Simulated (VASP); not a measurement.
Sb2Pt: relaxation of cell and atoms with PBE

The system is Sb2Pt.

```xyz
6
Lattice="5.8446 0.0000 0.0000 0.0000 6.6581 0.0000 0.0000 0.0000 3.1964" Properties=species:S:1:pos:R:3 pbc="T T T"
Sb    0.9936    2.4409    0.0000
Sb    4.8510    4.2172    0.0000
Sb    3.9159    0.8882    1.5982
Sb    1.9287    5.7699    1.5982
Pt    0.0000    0.0000    0.0000
Pt    2.9223    3.3290    1.5982
```

The cell was generated, and may not be a known phase.

```yaml
Program: VASP 6.6.1
Task: relaxation of cell and atoms
Functional: PBE
Potentials_or_basis: VASP PAW PBE potentials, release 64 (Sb, Pt)
Cutoff: 600 eV
k_mesh: 3 × 3 × 5
Occupations: gaussian, width 0.2 eV
Spin: no spin polarisation
Dipole_correction: no
Further_INCAR_settings: ALGO = Normal; EDIFF = 1e-06; IBRION = 2; EDIFFG = -0.08; NSW = 36; ISIF = 3
```

The relaxed volume is 24.32 Å³/atom and the relaxed cell is a = 5.347 Å, b = 6.559 Å, c = 4.161 Å, α = 90.00°, β = 90.00°, γ = 90.00°. The space group after relaxing (to 0.1 Å) is Pnnm (No. 58). The energy gained by relaxing is 412.9 meV/atom. The ionic steps are 19, the pressure after relaxing is 0.0 GPa and the largest force after relaxing is 0.053 eV/Å. The band gap on the k mesh is zero (bands 20 and 21 overlap by 0.68 eV).

Forces on the atoms (eV/Å):
```
Sb  -0.041  0.034  0.000
Sb   0.041 -0.034  0.000
Sb  -0.041 -0.034  0.000
Sb   0.041  0.034  0.000
Pt   0.000  0.000  0.000
Pt   0.000  0.000  0.000
```

Stress tensor (GPa, compression positive):
```
 0.07  0.00  0.00
 0.00  0.21  0.00
 0.00  0.00 -0.30
```

Step by step:
| step | energy change (eV) | largest force (eV/Å) | pressure (GPa) | volume (Å³) |
| --- | --- | --- | --- | --- |
| 1 | 0.0000 | 1.2489 | 20.37 | 124.38 |
| 2 | 0.2959 | 0.5808 | -11.95 | 178.12 |
| 3 | -1.1970 | 0.6737 | -1.19 | 146.08 |
| 4 | -1.1994 | 0.6830 | -0.64 | 145.20 |
| 5 | -1.1994 | 0.6878 | -0.36 | 144.77 |
| 6 | -1.3578 | 0.5385 | -0.06 | 144.86 |
| 7 | -1.7830 | 0.5875 | 0.77 | 144.62 |
| 8 | -1.9650 | 1.5271 | 4.76 | 141.95 |
| 9 | -2.0749 | 1.1184 | 2.64 | 143.34 |
| 10 | -2.1799 | 1.0516 | 1.28 | 145.27 |
| 11 | -2.2604 | 0.9507 | -1.09 | 148.69 |
| 12 | -2.3234 | 0.8105 | -0.82 | 147.87 |
| 13 | -2.4324 | 0.3904 | 0.33 | 145.39 |
| 14 | -2.4388 | 0.2793 | 0.88 | 144.54 |
| 15 | -2.4645 | 0.0979 | 0.10 | 145.53 |
| 16 | -2.4671 | 0.0203 | -0.20 | 145.96 |
| 17 | -2.4721 | 0.0271 | 0.08 | 145.62 |
| 18 | -2.4742 | 0.0476 | 0.41 | 145.24 |
| 19 | -2.4774 | 0.0534 | -0.01 | 145.90 |

Final structure:
```
Sb Pt
1.0
     5.34666    0.00000    0.00000
     0.00000    6.55853    0.00000
     0.00000    0.00000    4.16082
Sb Pt
4 2
Direct
  0.21673 0.36760 0.00000
  0.78327 0.63240 0.00000
  0.71673 0.13240 0.50000
  0.28327 0.86760 0.50000
  0.00000 0.00000 0.00000
  0.50000 0.50000 0.50000
```

Levels at points of the mesh, in eV from the Fermi level:
```tsv
k point	band 16	band 17	band 18	band 19	band 20	band 21	band 22	band 23	band 24
(0.00, 0.00, 0.00)	-2.45	-2.44	-1.98	-1.63	0.11	0.45	2.27	3.62	3.86
```

Wall time 6.6 min on 1 thread of Intel(R) Xeon(R) 6975P-C (Granite Rapids), with other jobs on the host, peak memory 0.28 GiB.

Caveat: the k points lie up to 0.39 Å⁻¹ apart in the final cell, too coarse for converged energies and pressures of a metal; the volume moved by over 15 % at a fixed basis, so the end points are rough; spin-orbit coupling is left out, which moves the levels of the heavy elements; the relaxation stopped at a loose force limit of 0.08 eV/Å, so its end isn't a converged minimum.
